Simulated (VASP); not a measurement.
# NaCl in VASP: a series of runs, part 2 of 2

VASP 6.6.1. The steps go on from the part before.

### Step 3. Single point, PBE

This run uses another cell than the first one: it holds 8 atoms, not 2.

The input, INCAR:

```
SYSTEM = NaCl
ALGO     = Normal         ! electronic algorithm
EDIFF    = 1E-6           ! SCF threshold, eV
ENCUT    = 520            ! plane-wave cutoff, eV
GGA      = PE             ! functional
ISIF     = 2              ! what is computed and relaxed
ISMEAR   = 0              ! smearing method
LASPH    = .TRUE.         ! aspherical terms in the spheres
LCHARG   = .FALSE.        ! write CHGCAR
LREAL    = .FALSE.        ! projectors in reciprocal space
LWAVE    = .FALSE.        ! write WAVECAR
NBANDS   = 38             ! bands
NELM     = 80             ! most SCF steps
PREC     = Accurate       ! precision mode
SIGMA    = 0.1            ! smearing width, eV
```

The input, KPOINTS:

```
k-points
0
G
  4 2 2
  0 0 0
```

The input, POSCAR:

```
NaCl
1.0
   -2.2297433002      2.2340478059     -3.0882020499
    6.6580703239      2.2020913021     -3.0886833037
   -2.1970874184     -6.6729039633     -3.0896730090
Na Cl
4 4
Direct
    0.0004434684      0.0013102340      0.0007216825
    0.5008159505      0.5010446978      0.9996471188
    0.0000534216      0.4991895347      0.4998754582
    0.4997752984     -0.0010333893      0.5004554092
    0.4999302705      0.1258127841      0.8751297991
    0.0003431784      0.6260102236      0.8745359571
    0.4995180473      0.6237547205      0.3743253146
   -0.0008796351      0.1239111949      0.3753092603
```

Potentials or basis: VASP PAW PBE potentials, release 64 (Na_pv, Cl).

Launch:

```sh
$ cat potpaw_PBE.64/Na_pv/POTCAR potpaw_PBE.64/Cl/POTCAR > POTCAR
$ mpirun -np 1 vasp_std > vasp.out
```

OUTCAR:

```text
SYSTEM = NaCl
   EDIFF = 1E-6
   ENCUT = 520
   GGA = PE
   ISIF = 2
   ISMEAR = 0
   LASPH = .TRUE.
   LREAL = .FALSE.
   NELM = 80
   PREC = Accurate

 ion  position               nearest neighbor table
   1  0.000  0.001  0.001-   8 2.71   5 2.71   5 2.71   6 2.71
   2  0.501  0.501  1.000-   6 2.71   5 2.71   6 2.71   7 2.71
   3  0.000  0.499  0.500-   6 2.71   7 2.71   7 2.71   8 2.71
   4  0.500  0.999  0.500-   8 2.71   7 2.71   5 2.71   8 2.71
   5  0.500  0.126  0.875-   2 2.71   1 2.71   1 2.71   4 2.71
   6  0.000  0.626  0.875-   2 2.71   3 2.71   2 2.71   1 2.71
   7  0.500  0.624  0.374-   4 2.71   3 2.71   3 2.71   2 2.71
   8  0.999  0.124  0.375-   4 2.71   1 2.71   3 2.71   4 2.71

  LATTYP: Found a triclinic cell.
 ALAT       =     7.6746934616
 B/A-ratio  =     1.1605690571
 C/A-ratio  =     1.6098051165
 COS(alpha) =     0.0003855080
 COS(beta)  =     0.4027358661
 COS(gamma) =     0.8684795162

  Lattice vectors:

 A1 = (   2.1970874184,   6.6729039633,   3.0896730090)
 A2 = (  -0.0326558818,   8.9069517692,   0.0014709591)
 A3 = (  -0.0014963051,   0.0027170494,  12.3547604125)

Analysis of symmetry for initial positions (statically):
=====================================================================
 Subroutine PRICEL returns:
 Original cell was already a primitive cell.

 Routine SETGRP: Setting up the symmetry group for a
 triclinic supercell.

 Subroutine GETGRP returns: Found  1 space group operations
 (whereof  1 operations were pure point group operations)
 out of a pool of  2 trial point group operations.

The static configuration has the point symmetry C_1 .

Analysis of symmetry for dynamics (positions and initial velocities):
=====================================================================
 Subroutine PRICEL returns:
[... 130 lines left out ...]
  Fermi-wavevector in a.u.,A,eV,Ry     =   1.001628  1.892803 13.650173  1.003259
  Thomas-Fermi vector in A             =   2.134063
   LORBIT       =      0    0 simple, 1 ext, 2 COOP (PROOUT), +10 PAW based schemes
   GGA     = PE    functional components
   LHFCALC =     F    Hartree Fock is set to
   AEXX    =    0.0000 exact exchange contribution
   IVDW    =     0    specifies the selected vdW correction
   LEPSILON=     F    determine dielectric tensor
   LRPA    =     F    only Hartree local field effects (RPA)
 non-spin polarized calculation
 Gauss-broadening in eV      SIGMA  =   0.10
  energy-cutoff  :      520.00
  volume of cell :      244.51
 maximum number of plane-waves:      6613
 NGX is ok and might be reduce to    36

 number of electron      56.0000029 magnetization

 Free energy of the ion-electron system (eV)
  ---------------------------------------------------
  ext. energy  EPLUGINS =         0.00000000
  ---------------------------------------------------
  free energy    TOTEN  =       -26.57071038 eV

  energy without entropy =      -26.57071038  energy(sigma->0) =      -26.57071038

 E-fermi :  -2.0345     XC(G=0):  -6.7176

 val. band max:       -2.5305254799   @ k =   0.0000   0.0000   0.0000
 cond. band min:       2.3076314187   @ k =   0.0000   0.0000   0.0000
 fundamental gap:      4.8381568986
 Fermi energy:        -2.0344830537

 k-point     1 :       0.0000    0.0000    0.0000
  band No.  band energies     occupation
      1     -23.2524      2.00000
      2     -23.2518      2.00000
      3     -23.2517      2.00000
      4     -23.2446      2.00000
      5     -23.2418      2.00000
      6     -23.2417      2.00000
[... 481 lines left out ...]
     37       7.6941      0.00000
     38       7.9069      0.00000

------------------------ aborting loop because EDIFF is reached ----------------------------------------

  FORCE on cell =-STRESS in cart. coord.  units (eV):
  Direction    XX          YY          ZZ          XY          YZ          ZX
  --------------------------------------------------------------------------------------
  -------------------------------------------------------------------------------------
  Total       -0.0163360     -0.0447940      0.0374176      0.0177445     -0.0025777      0.0003485
  in kB       -0.1070441     -0.2935199      0.2451847      0.1162741     -0.0168910      0.0022833
  external PRESSURE =      -0.0517931 kB  Pullay stress =       0.0000000 kB

 VOLUME and BASIS-vectors are now :
 -----------------------------------------------------------------------------
  energy-cutoff  :      520.00
  volume of cell :      244.51
      direct lattice vectors                 reciprocal lattice vectors
    -2.229743300  2.234047806 -3.088202050    -0.112120082  0.111887526 -0.161919107
     6.658070324  2.202091302 -3.088683304     0.112510760  0.000425867 -0.080926928
    -2.197087418 -6.672903963 -3.089673009    -0.000408017 -0.112259988 -0.080915822

 POSITION                                       TOTAL-FORCE (eV/Angst)
 -----------------------------------------------------------------------------------
      0.00615     -0.00094     -0.00765        -0.001695      0.001037      0.002158
      0.02299     -4.44836     -6.18277        -0.000694     -0.001110      0.000231
      2.22525     -2.23624     -3.08646         0.000788      0.000122      0.000373
      4.43728     -0.02315     -6.17514         0.001782     -0.000078      0.000587
     -2.19978     -4.44574     -4.63635        -0.001194     -0.000354      0.000040
      2.24582     -4.45640     -4.63664        -0.001374     -0.001261      0.000421
      2.21678     -0.00832     -4.62574         0.001189     -0.000326     -0.001649
     -2.22736      0.00054     -4.62779         0.001198      0.001971     -0.002160
 -----------------------------------------------------------------------------------
    total drift:                                0.000136      0.000468      0.000757

  FREE ENERGIE OF THE ION-ELECTRON SYSTEM (eV)
  ---------------------------------------------------
  free  energy   TOTEN  =       -26.5707103780 eV

  energy  without entropy=      -26.5707103780  energy(sigma->0) =      -26.57071038
```

stdout:

```text
POSCAR found type information on POSCAR NaCl
 POSCAR found :  2 types and       8 ions
 scaLAPACK will be used
 LDA part: xc-table for (Slater+PW92), standard interpolation
 POSCAR, INCAR and KPOINTS ok, starting setup
 FFT: planning ... GRIDC
 FFT: planning ... GRID_SOFT
 FFT: planning ... GRID
 WAVECAR not read
 entering main loop
```

Run time: 67 s. Hardware: 1 thread of AMD EPYC 9R45 (Zen 5), shared host; peak memory 0.34 GiB.

What came out:

```
Free energy            : -26.5707 eV
Pressure               : 0.0 GPa
Largest force          : 0.003 eV/Å
Band gap on the k mesh : 4.84 eV
```

Forces on the atoms (eV/Å):
```
Na  -0.002  0.001  0.002
Na  -0.001 -0.001  0.000
Na   0.001  0.000  0.000
Na   0.002  0.000  0.001
Cl  -0.001  0.000  0.000
Cl  -0.001 -0.001  0.000
Cl   0.001  0.000 -0.002
Cl   0.001  0.002 -0.002
```

Caveat: the k points lie up to 0.44 Å⁻¹ apart.
